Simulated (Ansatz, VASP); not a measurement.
One calculation of Ga, two programs

```
CELL_PARAMETERS angstrom
0.00000 2.07225 2.07225
2.07225 0.00000 2.07225
2.07225 2.07225 0.00000
ATOMIC_POSITIONS crystal
Ga 0.00000 0.00000 0.00000
```

Alike in both runs: task relaxation of cell and atoms; functional PBEsol; k mesh 18 × 18 × 18; occupations gaussian, width 0.1 eV; no spin polarisation.

```csv
,VASP,Ansatz
version,VASP 6.6.1,Ansatz 0.2.0
potentials or method,"VASP PAW PBE potentials, release 64 (Ga_d), cutoff 600 eV","scalar-relativistic, plane waves, PAW"
valence electrons in the cell,13,13
```

|  | VASP | Ansatz | Ansatz less VASP |
| --- | --- | --- | --- |
| gap on the k mesh at the Fermi level, each at its own relaxed structure (eV) | none | none | - |
| relaxed volume (Å³/atom) | 17.80 | 17.80 | 0.000 |
| relaxed length of the cell vector where the two differ most in proportion (Å) | 2.931 | 2.931 | 0.0000 |

VASP's potentials were made for PBE, not for PBEsol. A gap of «none» marks a metal or a gap that the smearing closes.

Noted on VASP's run: the relaxation stopped at its first step, so nothing moved.
